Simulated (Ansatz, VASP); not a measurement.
# One calculation of I, two programs

```
CELL_PARAMETERS angstrom
5.87279 0.00000 0.00000
0.00000 5.87279 0.00000
0.00000 0.00000 8.18352
ATOMIC_POSITIONS crystal
I 0.00000 0.25058 0.75174
I 0.00000 0.74942 0.75174
I 0.25058 0.00000 0.24826
I 0.74942 0.00000 0.24826
```

Alike in both runs: functional PBE; k mesh 4 × 4 × 2; occupations gaussian, width 0.1 eV; no spin polarisation.

Ansatz relaxed the structure, and its values are those at the end. VASP's run is a single point on that final structure, the one shown.

|  | VASP | Ansatz |
| --- | --- | --- |
| version | VASP 6.6.1 | Ansatz 0.2.0 |
| potentials or method | VASP PAW PBE potentials, release 64 (I), cutoff 520 eV | scalar-relativistic, plane waves, PAW |
| valence electrons in the cell | 28 | 68 |

```csv
,VASP,Ansatz,Ansatz less VASP
gap on the k mesh at the Fermi level (eV),none,none,-
pressure (GPa),0.1,0.1,+0.03
rms of the force components (eV/Å),0.018,0.019,+0.0001
```

A gap of «none» marks a metal or a gap that the smearing closes. VASP's potentials hold 28 valence electrons a cell and Ansatz's 68, so a difference there can come from the potentials and not from the codes.

The k mesh is coarse, so the values compare programs but aren't converged. Neither program's run includes spin-orbit coupling.
